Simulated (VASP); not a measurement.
# Co (P6_3/mmc) in VASP: relaxation of cell and atoms with PBEsol

Aim: the relaxation of cell and atoms of Co with PBEsol.

Everything below comes from runs of VASP 6.6.1. Logs are shortened: lines on timing, memory, paths and dates and some standing lists are left out, and cuts for length are marked.

## Step 1: The cell of the first run

It takes space group P6_3/mmc (No. 194, hexagonal). The conventional cell has a = 2.507 Å, b = 2.507 Å, c = 4.070 Å, α = 90.00°, β = 90.00°, γ = 120.00°. Co (site symmetry -6m2) has 12 Co at 2.50 to 2.51 Å within 3.3 Å.

## Step 2: Relaxation of cell and atoms, PBEsol, collinear spin, ferromagnetic start

INCAR reads:

```
  ALGO = Normal
  EDIFF = 1E-7
  EDIFFG = -0.01
  ENCUT = 600
  GGA = PS
  GGA_COMPAT = F
  IBRION = 2
  ISIF = 3
  ISMEAR = -1
  ISPIN = 2
  LASPH = T
  LCHARG = F
  LMAXMIX = 4
  LORBIT = 11
  LREAL = F
  LWAVE = F
  MAGMOM = 1.5 1.5
  NELM = 200
  NELMIN = 4
  NSW = 80
  PREC = Accurate
  SIGMA = 0.05
```

KPOINTS reads:

```
k-points
0
Gamma
  15 15 8
```

POSCAR reads:

```
Co
1.0
    2.5074000000      0.0000000000      0.0000000000
   -1.2537000000      2.1714720974      0.0000000000
    0.0000000000      0.0000000000      4.0699000000
Co
2
Direct
    0.3333333333      0.6666666667      0.2500000000
    0.6666666667      0.3333333333      0.7500000000
```

Potentials or basis: VASP PAW PBE potentials, release 64 (Co).

Launch:

```sh
cat potpaw_PBE.64/Co/POTCAR > POTCAR
mpirun -np 1 vasp_std > vasp.out
```

OUTCAR:

```text
EDIFF = 1E-7
   EDIFFG = -0.01
   ENCUT = 600
   GGA = PS
   IBRION = 2
   ISIF = 3
   ISMEAR = -1
   ISPIN = 2
   LASPH = T
   LORBIT = 11
   LREAL = F
   NELM = 200
   NELMIN = 4
   NSW = 80
   PREC = Accurate

 ion  position               nearest neighbor table
   1  0.333  0.667  0.250-   2 2.50   2 2.50   2 2.50   2 2.50   2 2.50   2 2.50
   2  0.667  0.333  0.750-   1 2.50   1 2.50   1 2.50   1 2.50   1 2.50   1 2.50

  LATTYP: Found a hexagonal cell.
 ALAT       =     2.5074000000
 C/A-ratio  =     1.6231554598

  Lattice vectors:

 A1 = (   2.5074000000,   0.0000000000,   0.0000000000)
 A2 = (  -1.2537000000,   2.1714720974,   0.0000000000)
 A3 = (   0.0000000000,   0.0000000000,   4.0699000000)

Analysis of symmetry for initial positions (statically):
=====================================================================
 Subroutine PRICEL returns:
 Original cell was already a primitive cell.

 Routine SETGRP: Setting up the symmetry group for a
 hexagonal supercell.

 Subroutine GETGRP returns: Found 24 space group operations
 (whereof 12 operations were pure point group operations)
 out of a pool of 24 trial point group operations.

The static configuration has the point symmetry D_3d.
 The point group associated with its full space group is D_6h.

Analysis of symmetry for dynamics (positions and initial velocities):
=====================================================================
 Subroutine PRICEL returns:
 Original cell was already a primitive cell.

 Routine SETGRP: Setting up the symmetry group for a
 hexagonal supercell.

 Subroutine GETGRP returns: Found 24 space group operations
 (whereof 12 operations were pure point group operations)
 out of a pool of 24 trial point group operations.

The dynamic configuration has the point symmetry D_3d.
 The point group associated with its full space group is D_6h.

Analysis of structural, dynamic, and magnetic symmetry:
=====================================================================
 Subroutine PRICEL returns:
 Original cell was already a primitive cell.

 Routine SETGRP: Setting up the symmetry group for a
 hexagonal supercell.

 Subroutine GETGRP returns: Found 24 space group operations
 (whereof 12 operations were pure point group operations)
 out of a pool of 24 trial point group operations.

The overall configuration has the point symmetry D_3d.
 The point group associated with its full space group is D_6h.

 Subroutine INISYM returns: Found 24 space group operations
 (whereof 12 operations are pure point group operations),
 and found     1 'primitive' translations

----------------------------------------------------------------------------------------

                                     Primitive cell

[... 102 lines left out ...]
   NUPDOWN=      -1.0000    fix difference up-down
   EMIN   =  10.00;   EMAX   =-10.00  energy-range for DOS
   EFERMI =   0.00;   METHOD = LEGACY
   ISMEAR =    -1;   SIGMA  =   0.05  broadening in eV -4-tet -1-fermi 0-gaus
   EFERMI_NEDOS =   21; number of points for ismear=-14 and -15
   IALGO  =     38    algorithm
   IMIX   =      4    mixing-type and parameters
     AMIX     =   0.40;   BMIX     =  1.00
     AMIX_MAG =   1.60;   BMIX_MAG =  1.00
  volume/ion in A,a.u.               =      11.08        74.77
  Fermi-wavevector in a.u.,A,eV,Ry     =   1.527490  2.886538 31.745475  2.333227
  Thomas-Fermi vector in A             =   2.635379
   LORBIT       =     11    0 simple, 1 ext, 2 COOP (PROOUT), +10 PAW based schemes
   GGA     = PS    functional components
   LHFCALC =     F    Hartree Fock is set to
   AEXX    =    0.0000 exact exchange contribution
   IVDW    =     0    specifies the selected vdW correction
   LEPSILON=     F    determine dielectric tensor
   LRPA    =     F    only Hartree local field effects (RPA)
 conjugate gradient relaxation of ions
 spin polarized calculation
  energy-cutoff  :      600.00
  volume of cell :       22.16
 maximum number of plane-waves:       764
 NGX is ok and might be reduce to    20
   NGX =  9   NGY =  9   NGZ = 17

--------------------------------------- Ionic step        1  -------------------------------------------

 number of electron      17.9999999 magnetization       3.2708420

 Free energy of the ion-electron system (eV)
  ---------------------------------------------------
  ext. energy  EPLUGINS =         0.00000000
  ---------------------------------------------------
  free energy    TOTEN  =       -15.41052686 eV

  energy without entropy =      -15.39649321  energy(sigma->0) =      -15.40351004

 E-fermi :   9.7724     XC(G=0): -13.4546

 val. band max:        9.7701763997   @ k =   0.0667   0.0667   0.2500
 cond. band min:       9.7772936509   @ k =   0.3333   0.0000   0.5000
 fundamental gap:      0.0071172512
 Fermi energy:         9.7723565587

 spin component 1

 k-point     1 :       0.0000    0.0000    0.0000
  band No.  band energies     occupation
      1       0.9266      1.00000
      2       4.7194      1.00000
      3       7.1853      1.00000
      4       7.2273      1.00000
      5       7.2273      1.00000
      6       7.5258      1.00000
      7       7.5258      1.00000
      8       7.8753      1.00000
      9       7.8753      1.00000
     10       8.9326      1.00000
     11       8.9326      1.00000
     12       9.6117      0.96135
[... 996 lines left out ...]
--------------------------------------- Ionic step        5  -------------------------------------------

 number of electron      18.0000003 magnetization       3.1617079

 Free energy of the ion-electron system (eV)
  ---------------------------------------------------
  ext. energy  EPLUGINS =         0.00000000
  ---------------------------------------------------
  free energy    TOTEN  =       -15.48043259 eV

  energy without entropy =      -15.46707010  energy(sigma->0) =      -15.47375134

 E-fermi :  10.7591     XC(G=0): -13.8675

 val. band max:       10.7573825731   @ k =   0.1333   0.0667   0.3750
 cond. band min:      10.7719492655   @ k =   0.2000   0.1333   0.5000
 fundamental gap:      0.0145666924
 Fermi energy:        10.7591176053

 spin component 1

 k-point     1 :       0.0000    0.0000    0.0000
  band No.  band energies     occupation
      1       1.5078      1.00000
      2       5.3915      1.00000
      3       8.1170      1.00000
      4       8.1306      1.00000
      5       8.1306      1.00000
      6       8.4742      1.00000
      7       8.4742      1.00000
      8       8.8440      1.00000
      9       8.8440      1.00000
     10      10.0458      1.00000
     11      10.0458      1.00000
     12      10.6306      0.92888
[... 882 lines left out ...]
  FREE ENERGIE OF THE ION-ELECTRON SYSTEM (eV)
  ---------------------------------------------------
  free  energy   TOTEN  =       -15.4804325884 eV

  energy  without entropy=      -15.4670700994  energy(sigma->0) =      -15.47375134

 reached required accuracy - stopping structural energy minimisation

 total charge

# of ion       s       p       d       tot
------------------------------------------
    1        0.510   0.568   7.292   8.370
    2        0.510   0.568   7.292   8.370
--------------------------------------------------
tot          1.020   1.137  14.584  16.741

 magnetization (x)

# of ion       s       p       d       tot
------------------------------------------
    1       -0.015  -0.050   1.652   1.587
    2       -0.015  -0.050   1.652   1.587
--------------------------------------------------
tot         -0.030  -0.101   3.303   3.173
```

OSZICAR:

```text
N       E                     dE             d eps       ncg     rms          rms(c)
DAV:   1     0.853027845214E+02    0.85303E+02   -0.90893E+03  8196   0.175E+03
DAV:   2    -0.155622004213E+02   -0.10086E+03   -0.93317E+02  8114   0.268E+02
[... 51 lines left out ...]
DAV:   1    -0.154816279848E+02   -0.14556E-02   -0.41554E-02  9066   0.176E+00    0.224E-01
DAV:   2    -0.154807227833E+02    0.90520E-03   -0.62722E-04 10951   0.453E-01    0.114E-01
DAV:   3    -0.154804264808E+02    0.29630E-03   -0.40212E-04 10194   0.235E-01    0.305E-02
DAV:   4    -0.154804359932E+02   -0.95124E-05   -0.32583E-05  9736   0.846E-02    0.795E-03
DAV:   5    -0.154804333845E+02    0.26087E-05   -0.22409E-06 12504   0.269E-02    0.529E-03
DAV:   6    -0.154804326310E+02    0.75350E-06   -0.59783E-07  9359   0.136E-02    0.250E-03
DAV:   7    -0.154804325884E+02    0.42615E-07   -0.63673E-08  4214   0.435E-03
   5 F= -.15480433E+02 E0= -.15473751E+02  d E =-.260195E-03  mag=     3.1617
```

CONTCAR:

```text
Co
   1.00000000000000
     2.4548010463617569   -0.0000000000000000   -0.0000000000000000
    -1.2274005231808784    2.1259200673399019    0.0000000000000000
    -0.0000000000000000   -0.0000000000000000    3.9613728264106083
  Co
     2
Direct
     0.3333333332999970    0.6666666667000030    0.2500000000000000
     0.6666666667000030    0.3333333332999970    0.7500000000000000

  0.00000000E+00  0.00000000E+00  0.00000000E+00
  0.00000000E+00  0.00000000E+00  0.00000000E+00
```

Wall time 7.6 min (1 thread of Oxide Virtual Turin-like, shared host); peak memory 0.19 GiB.

What came out:

| Item | Value |
| --- | --- |
| Free energy | -15.4804 eV |
| Relaxed volume | 10.34 Å³/atom |
| Relaxed cell | a = 2.455 Å, b = 2.455 Å, c = 3.961 Å, α = 90.00°, β = 90.00°, γ = 120.00° |
| Space group after relaxing (to 0.1 Å) | P6_3/mmc (No. 194) |
| Energy gained by relaxing | 35.0 meV/atom |
| Ionic steps | 5 |
| Pressure after relaxing | 0.1 GPa |
| Net moment | 3.16 μB per cell |
| Site moments | Co +1.59 μB |
| Valence electrons inside the program's atomic spheres | Co 8.37 |

Step by step:
```tsv
step	energy change (eV)	largest force (eV/Å)	pressure (GPa)	volume (Å³)
1	0.0000	0.0000	-14.17	22.16
2	0.0273	0.0000	22.10	19.16
3	-0.0696	0.0000	-0.21	20.70
4	-0.0696	0.0000	0.12	20.67
5	-0.0699	0.0000	0.11	20.67
```

Final structure:
```
CELL_PARAMETERS angstrom
2.45480 0.00000 0.00000
-1.22740 2.12592 0.00000
0.00000 0.00000 3.96137
ATOMIC_POSITIONS crystal
Co 0.33333 0.66667 0.25000
Co 0.66667 0.33333 0.75000
```

Caveat: the PAW data sets were made with another functional, which shifts forces and pressure a little.
